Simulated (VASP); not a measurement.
# TiB (F-43m) in VASP: electric field gradients with PBEsol

Aim: the electric field gradients of TiB with PBEsol.

Everything below comes from runs of VASP 6.6.1. Logs are shortened: lines on timing, memory, paths and dates and some standing lists are left out, and cuts for length are marked.

## (1) The cell of the first run

It takes space group F-43m (No. 216, cubic). Conventional cell: a = 4.907 Å, b = 4.907 Å, c = 4.907 Å, α = 90.00°, β = 90.00°, γ = 90.00°. Within 2.8 Å of Ti (site symmetry -43m) lie 4 B at 2.12 Å. B (site symmetry -43m) has 4 Ti at 2.12 Å within 2.8 Å.

## (2) Electric field gradients, PBEsol

INCAR reads:

```
ALGO = Normal
EDIFF = 1E-8
ENCUT = 520
GGA = PS
ISIF = 2
ISMEAR = -1
LASPH = T
LCHARG = F
LEFG = T
LREAL = F
LWAVE = F
NBANDS = 14
NELM = 100
PREC = Accurate
SIGMA = 0.05
```

KPOINTS reads:

```
k-points
0
Gamma
  17 17 17
```

POSCAR reads:

```
TiB
1.0
    0.0000000000      2.4534163122      2.4534163122
    2.4534163122      0.0000000000      2.4534163122
    2.4534163122      2.4534163122      0.0000000000
Ti B
1 1
Direct
    0.2500000000      0.2500000000      0.2500000000
    0.0000000000      0.0000000000      0.0000000000
```

Potentials or basis: VASP PAW PBE potentials, release 64 (Ti_sv, B).

Run with:

```sh
$ cat potpaw_PBE.64/Ti_sv/POTCAR potpaw_PBE.64/B/POTCAR > POTCAR
$ mpirun -np 1 vasp_std > vasp.out
```

OUTCAR:

```text
EDIFF = 1E-8
   ENCUT = 520
   GGA = PS
   ISIF = 2
   ISMEAR = -1
   LASPH = T
   LREAL = F
   NELM = 100
   PREC = Accurate

 ion  position               nearest neighbor table
   1  0.250  0.250  0.250-   2 2.12   2 2.12   2 2.12   2 2.12
   2  0.000  0.000  0.000-   1 2.12   1 2.12   1 2.12   1 2.12

  LATTYP: Found a face centered cubic cell.
 ALAT       =     4.9068326244

  Lattice vectors:

 A1 = (   0.0000000000,   2.4534163122,   2.4534163122)
 A2 = (   2.4534163122,   0.0000000000,   2.4534163122)
 A3 = (   2.4534163122,   2.4534163122,   0.0000000000)

Analysis of symmetry for initial positions (statically):
=====================================================================
 Subroutine PRICEL returns:
 Original cell was already a primitive cell.

 Routine SETGRP: Setting up the symmetry group for a
 face centered cubic supercell.

 Subroutine GETGRP returns: Found 24 space group operations
 (whereof 24 operations were pure point group operations)
 out of a pool of 48 trial point group operations.

The static configuration has the point symmetry T_d .

Analysis of symmetry for dynamics (positions and initial velocities):
=====================================================================
 Subroutine PRICEL returns:
 Original cell was already a primitive cell.

 Routine SETGRP: Setting up the symmetry group for a
 face centered cubic supercell.

 Subroutine GETGRP returns: Found 24 space group operations
 (whereof 24 operations were pure point group operations)
 out of a pool of 48 trial point group operations.

The dynamic configuration has the point symmetry T_d .

 Subroutine INISYM returns: Found 24 space group operations
 (whereof 24 operations are pure point group operations),
 and found     1 'primitive' translations

----------------------------------------------------------------------------------------

                                     Primitive cell

  volume of cell :      29.5355

  direct lattice vectors                    reciprocal lattice vectors
     0.000000000  2.453416312  2.453416312    -0.203797455  0.203797455  0.203797455
     2.453416312  0.000000000  2.453416312     0.203797455 -0.203797455  0.203797455
     2.453416312  2.453416312  0.000000000     0.203797455  0.203797455 -0.203797455

  length of vectors
     3.469654623  3.469654623  3.469654623     0.352987546  0.352987546  0.352987546

  position of ions in fractional coordinates (direct lattice)
     0.250000000  0.250000000  0.250000000
     0.000000000  0.000000000  0.000000000

  ion indices of the primitive-cell ions
   primitive index   ion index
                 1           1
                 2           2

----------------------------------------------------------------------------------------

 KPOINTS: k-points

Automatic generation of k-mesh.
 Grid dimensions read from file:
 generate k-points for:   17   17   17

 Generating k-lattice:

  Cartesian coordinates                     Fractional coordinates (reciprocal lattice)
    -0.011988086  0.011988086  0.011988086     0.058823529  0.000000000  0.000000000
     0.011988086 -0.011988086  0.011988086     0.000000000  0.058823529  0.000000000
     0.011988086  0.011988086 -0.011988086     0.000000000  0.000000000  0.058823529

  Length of vectors
     0.020763973  0.020763973  0.020763973

  Shift w.r.t. Gamma in fractional coordinates (k-lattice)
     0.000000000  0.000000000  0.000000000

 Subroutine IBZKPT returns following result:
 ===========================================

 Found    165 irreducible k-points:

 Following reciprocal coordinates:
            Coordinates               Weight
  0.000000  0.000000  0.000000      1.000000
  0.058824  0.000000  0.000000      8.000000
  0.117647  0.000000  0.000000      8.000000
  0.176471  0.000000  0.000000      8.000000
  0.235294  0.000000  0.000000      8.000000
  0.294118  0.000000  0.000000      8.000000
[... 16 lines left out ...]
 -0.176471  0.058824  0.000000     24.000000
 -0.117647  0.058824  0.000000     24.000000
 [... further k-points ...]
   k-points           NKPTS =    165   k-points in BZ     NKDIM =    165   number of bands    NBANDS=     14
   number of dos      NEDOS =    301   number of ions     NIONS =      2
   total plane-waves  NPLWV =  21952
   dimension x,y,z NGX =    28 NGY =   28 NGZ =   28
   dimension x,y,z NGXF=    56 NGYF=   56 NGZF=   56
   ions per type =               1   1
   NGX,Y,Z   is equivalent  to a cutoff of  13.42, 13.42, 13.42 a.u.
   NGXF,Y,Z  is equivalent  to a cutoff of  26.83, 26.83, 26.83 a.u.
 SYSTEM =  unknown system
   PREC   = accura    normal or accurate (medium, high low for compatibility)
   ISTART =      0    job   : 0-new  1-cont  2-samecut
   ICHARG =      2    charge: 1-file 2-atom 10-const
   ISPIN  =      1    spin polarized calculation?
   LNONCOLLINEAR =      F non collinear calculations
   LSORBIT =      F    spin-orbit coupling
   LASPH  =      T    aspherical Exc in radial PAW
   ENCUT  =  520.0 eV  38.22 Ry    6.18 a.u.   6.45  6.45  6.45*2*pi/ulx,y,z
   NELM   =    100;   NELMIN=  2; NELMDL= -5     # of ELM steps
   EDIFF  = 0.1E-07   stopping-criterion for ELM
   LREAL  =      F    real-space projection
   EDIFFG = 0.1E-06   stopping-criterion for IOM
   NSW    =      0    number of steps for IOM
   IBRION =     -1    ionic relax: 0-MD 1-quasi-New 2-CG
   NFREE  =      0    steps in history (QN), initial steepest desc. (CG)
   ISIF   =      2    stress and relaxation
   ISYM   =      2    0-nonsym 1-usesym 2-fastsym
   POTIM  = 0.5000    time-step for ionic-motion
   TEBEG  =    0.0;   TEEND  =   0.0 temperature during run
   PSTRESS=    0.0 pullay stress
   NELECT =      15.0000    total number of electrons
   NUPDOWN=      -1.0000    fix difference up-down
   EMIN   =  10.00;   EMAX   =-10.00  energy-range for DOS
   EFERMI =   0.00;   METHOD = LEGACY
   ISMEAR =    -1;   SIGMA  =   0.05  broadening in eV -4-tet -1-fermi 0-gaus
   EFERMI_NEDOS =   21; number of points for ismear=-14 and -15
   IALGO  =     38    algorithm
   IMIX   =      4    mixing-type and parameters
     AMIX     =   0.40;   BMIX     =  1.00
     AMIX_MAG =   1.60;   BMIX_MAG =  1.00
  volume/ion in A,a.u.               =      14.77        99.66
  Fermi-wavevector in a.u.,A,eV,Ry     =   1.306143  2.468252 23.211663  1.706009
  Thomas-Fermi vector in A             =   2.436965
   LORBIT       =      0    0 simple, 1 ext, 2 COOP (PROOUT), +10 PAW based schemes
   GGA     = PS    functional components
   LHFCALC =     F    Hartree Fock is set to
   AEXX    =    0.0000 exact exchange contribution
   IVDW    =     0    specifies the selected vdW correction
   LEPSILON=     F    determine dielectric tensor
   LRPA    =     F    only Hartree local field effects (RPA)
 non-spin polarized calculation
  energy-cutoff  :      520.00
  volume of cell :       29.54
 maximum number of plane-waves:       821
 NGX is ok and might be reduce to    28
   NGX = 13   NGY = 13   NGZ = 13

 number of electron      14.9999998 magnetization

 Free energy of the ion-electron system (eV)
  ---------------------------------------------------
  ext. energy  EPLUGINS =         0.00000000
  ---------------------------------------------------
  free energy    TOTEN  =       -13.83388433 eV

  energy without entropy =      -13.82084924  energy(sigma->0) =      -13.82736678

 E-fermi :   4.7609     XC(G=0): -10.7160

 val. band max:        4.7586693176   @ k =   0.4118   0.3529   0.0588
 cond. band min:       4.7611227648   @ k =  -0.2353   0.2941   0.1176
 fundamental gap:      0.0024534472
 Fermi energy:         4.7608682543

 k-point     1 :       0.0000    0.0000    0.0000
  band No.  band energies     occupation
      1     -51.0871      2.00000
      2     -27.4032      2.00000
      3     -27.4032      2.00000
      4     -27.4032      2.00000
      5      -3.0493      2.00000
      6       3.7477      2.00000
      7       3.7477      2.00000
      8       3.7477      2.00000
      9       6.9526      0.00000
     10       6.9526      0.00000
     11      13.0977      0.00000
     12      13.4472      0.00000
     13      13.4472      0.00000
     14      13.4472      0.00000
[... 377 lines left out ...]
      1     -51.0842      2.00000
      2     -27.4307      2.00000
      3     -27.4110      2.00000
      4     -27.4062      2.00000
      5      -2.6808      2.00000
      6       3.4732      2.00000
      7       3.8868      2.00000
      8       3.8885      2.00000
      9       6.7785      0.00000
     10       6.9528      0.00000
     11      12.3756      0.00000
     12      12.8390      0.00000
     13      13.3237      0.00000
     14      13.8782      0.00000

 [... further k-points ...]

------------------------ aborting loop because EDIFF is reached ----------------------------------------

  FORCE on cell =-STRESS in cart. coord.  units (eV):
  Direction    XX          YY          ZZ          XY          YZ          ZX
  --------------------------------------------------------------------------------------
  -------------------------------------------------------------------------------------
  Total        0.0141277      0.0141277      0.0141277      0.0000000      0.0000000      0.0000000
  in kB        0.7663682      0.7663682      0.7663682      0.0000000      0.0000000      0.0000000
  external PRESSURE =       0.7663682 kB  Pullay stress =       0.0000000 kB

 VOLUME and BASIS-vectors are now :
 -----------------------------------------------------------------------------
  energy-cutoff  :      520.00
  volume of cell :       29.54
      direct lattice vectors                 reciprocal lattice vectors
     0.000000000  2.453416312  2.453416312    -0.203797455  0.203797455  0.203797455
     2.453416312  0.000000000  2.453416312     0.203797455 -0.203797455  0.203797455
     2.453416312  2.453416312  0.000000000     0.203797455  0.203797455 -0.203797455

 POSITION                                       TOTAL-FORCE (eV/Angst)
 -----------------------------------------------------------------------------------
      1.22671      1.22671      1.22671        -0.000000      0.000000      0.000000
      0.00000      0.00000      0.00000         0.000000     -0.000000     -0.000000
 -----------------------------------------------------------------------------------
    total drift:                               -0.000001     -0.000001     -0.000001

  FREE ENERGIE OF THE ION-ELECTRON SYSTEM (eV)
  ---------------------------------------------------
  free  energy   TOTEN  =       -13.8338843291 eV

  energy  without entropy=      -13.8208492393  energy(sigma->0) =      -13.82736678

 Electric field gradients (V/A^2)
---------------------------------------------------------------------
 ion       V_xx      V_yy      V_zz      V_xy      V_xz      V_yz
---------------------------------------------------------------------
   1      -0.000    -0.000    -0.000     0.001     0.001     0.001
   2       0.000    -0.000    -0.000    -0.000    -0.000    -0.000
---------------------------------------------------------------------

 Electric field gradients after diagonalization (V/A^2)
 (convention: |V_zz| > |V_xx| > |V_yy|)
----------------------------------------------------------------------
 ion       V_xx      V_yy      V_zz     asymmetry (V_yy - V_xx)/ V_zz
----------------------------------------------------------------------
   1      -0.001    -0.001     0.002       0.000
   2       0.000     0.000    -0.000       0.000
----------------------------------------------------------------------

           NMR quadrupolar parameters

 Cq : quadrupolar parameter    Cq=e*Q*V_zz/h
 eta: asymmetry parameters     (V_yy - V_xx)/ V_zz
 Q  : nuclear electric quadrupole moment in mb (millibarn)
----------------------------------------------------------------------
 ion       Cq(MHz)       eta       Q (mb)
----------------------------------------------------------------------
   1       0.000       0.000       1.000
   2      -0.000       0.000       1.000
----------------------------------------------------------------------
```

It took 61 s on 1 thread of Intel Xeon Platinum 8488C (Sapphire Rapids), shared host; peak memory 0.21 GiB.

What came out:

| Item | Value |
| --- | --- |
| Free energy | -13.8339 eV |
| Pressure | 0.1 GPa |

Levels at points of the mesh, in eV from the Fermi level:
```csv
k point,band 6,band 7,band 8,band 9,band 10,band 11
"(0.00, 0.00, 0.00)",-1.01,-1.01,-1.01,2.19,2.19,8.34
```

Caveat: without QUAD_EFG the Cq values of the log hold for a quadrupole moment of 1 mb, not for the nuclei; the PAW data sets were made with another functional, which shifts forces and pressure a little.
